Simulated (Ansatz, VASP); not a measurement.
**In2O: VASP beside Ansatz**

INCAR

```
ALGO = Normal
EDIFF = 1E-7
EDIFFG = -0.01
ENCUT = 600
GGA = PE
GGA_COMPAT = F
IBRION = 2
ISIF = 3
ISMEAR = 0
LASPH = T
LCHARG = F
LREAL = F
LWAVE = F
NELM = 120
NELMIN = 4
NSW = 100
PREC = Accurate
SIGMA = 0.1
```

The input KPOINTS:

```
k-points
0
Gamma
  8 8 8
```

File POSCAR:

```
In2O
1.0
    5.0335667000      0.0000000000      0.0000000000
    0.0000000000      5.0335667000      0.0000000000
    0.0000000000      0.0000000000      5.0335667000
In O
4 2
Direct
    0.7500000000      0.7500000000      0.7500000000
    0.7500000000      0.2500000000      0.2500000000
    0.2500000000      0.2500000000      0.7500000000
    0.2500000000      0.7500000000      0.2500000000
    0.0000000000      0.0000000000      0.0000000000
    0.5000000000      0.5000000000      0.5000000000
```

Input for Ansatz:

```yaml
crystal:
  lattice:
    - [5.0335667, 0.0, 0.0]
    - [0.0, 5.0335667, 0.0]
    - [0.0, 0.0, 5.0335667]
  atoms:
    - { symbol: In, position: [0.75, 0.75, 0.75] }
    - { symbol: In, position: [0.75, 0.25, 0.25] }
    - { symbol: In, position: [0.25, 0.25, 0.75] }
    - { symbol: In, position: [0.25, 0.75, 0.25] }
    - { symbol: O, position: [0.0, 0.0, 0.0] }
    - { symbol: O, position: [0.5, 0.5, 0.5] }
basis:
  ecutwfc: 420
kpoints:
  mp_grid: { grid: [8, 8, 8] }
hamiltonian:
  xc: pbe
scf:
  occupations: { method: gaussian, width: 0.1 }
output:
  forces: true
  stress: true
  eigenvalues: true
  write_density: true
  write_potential: true
  elf: true
  volumetric_format: npy
relax:
  adjacent_minimum: "off"
  f_tol: 0.01
  max_steps: 80
  cell: { stress_tol: 0.05 }
```

Change from the starting cell: species swapped into the Ag2O type (Pn-3m, No. 224).

Alike in both runs: task relaxation of cell and atoms; functional PBE; k mesh 8 × 8 × 8; occupations gaussian, width 0.1 eV; no spin polarisation.

|  | VASP | Ansatz |
| --- | --- | --- |
| version | VASP 6.6.1 | Ansatz 0.2.0 |
| potentials or method | VASP PAW PBE potentials, release 64 (In_d, O), cutoff 600 eV | scalar-relativistic, plane waves, PAW |
| valence electrons in the cell | 64 | 64 |

|  | VASP | Ansatz | Ansatz less VASP |
| --- | --- | --- | --- |
| gap on the k mesh at the Fermi level, each at its own relaxed structure (eV) | none | none | - |
| relaxed volume (Å³/atom) | 22.59 | 22.56 | -0.029 |
| relaxed cell length with the largest relative difference (Å) | 5.137 | 5.134 | -0.0022 |

A gap of «none» marks a metal or a gap that the smearing closes.
